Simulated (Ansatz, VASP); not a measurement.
One calculation of PbS, two programs

The input POSCAR:

```
PbS
1.0
    0.0000000000      2.9657500000      2.9657500000
    2.9657500000      0.0000000000      2.9657500000
    2.9657500000      2.9657500000      0.0000000000
Pb S
1 1
Direct
    0.0000000000      0.0000000000      0.0000000000
    0.5000000000      0.5000000000      0.5000000000
```

Contents of INCAR.step1:

```
PREC = Accurate
ENCUT = 520
EDIFF = 1E-5
ISMEAR = 0
SIGMA = 0.01
LREAL = F
LASPH = T
NELM = 80
ALGO = Normal
ISIF = 2
LWAVE = T
LCHARG = F
GGA = PE
NBANDS = 17
```

The input INCAR.step2:

```
PREC = Accurate
ENCUT = 520
EDIFF = 1E-7
ISMEAR = 0
SIGMA = 0.01
LREAL = F
LASPH = T
NELM = 80
ALGO = Normal
ISIF = 2
LWAVE = F
LCHARG = F
METAGGA = R2SCAN
LHFCALC = T
AEXX = 0.5
LMIXTAU = T
PRECFOCK = Normal
IVDW = 12
VDW_S6 = 1.0
VDW_S8 = 1.3294
VDW_A1 = 0.4311
VDW_A2 = 5.924
ISTART = 1
NBANDS = 17
```

The input KPOINTS:

```
regular mesh
0
Gamma
  4 4 4
```

input.yaml

```yaml
crystal:
  lattice:
    - [0.0, 2.96575, 2.96575]
    - [2.96575, 0.0, 2.96575]
    - [2.96575, 2.96575, 0.0]
  atoms:
    - { symbol: Pb, position: [0.0, 0.0, 0.0] }
    - { symbol: S, position: [0.5, 0.5, 0.5] }
hamiltonian:
  xc: r2scan50
  pseudopotentials: { kind: nc }
  dispersion: d3bj
kpoints:
  mp_grid: { grid: [4, 4, 4] }
scf:
  occupations: { method: fixed }
  eigensolver: { kind: davidson }
output:
  forces: true
  stress: true
  eigenvalues: true
  bader: false
  populations: true
  write_density: true
  write_potential: true
  elf: true
  volumetric_format: npy
basis:
  ecutrho_ratio: 12
  xc_grid: 1
  precision: f64
```

Alike in both runs: functional r2SCAN50; dispersion D3(BJ); k mesh 4 × 4 × 4; no spin polarisation.

|  | VASP | Ansatz |
| --- | --- | --- |
| version | VASP 6.6.1 | Ansatz 0.2.0 |
| potentials or method | VASP PAW PBE potentials, release 64 (Pb_d, S) | Ansatz NC |
| plane-wave cutoff (eV) | 520 | 850 |
| occupations | gaussian, width 0.01 eV | fixed |
| valence electrons in the cell | 20 | 20 |
| task | single point | atomic charges |

```tsv
	VASP	Ansatz	Ansatz less VASP
gap on the k mesh at the Fermi level (eV)	2.75	2.45	-0.296
least direct gap on the mesh (eV)	2.75	2.45	-0.296
pressure (GPa)	-1.4	0.7	+2.10
```

VASP's potentials were made for PBE, not for r2SCAN50. One of these differences is far larger than is usual between the two programs; its cause wasn't traced.

The k mesh is coarse, so the values compare programs but aren't converged. Neither program's run includes spin-orbit coupling.
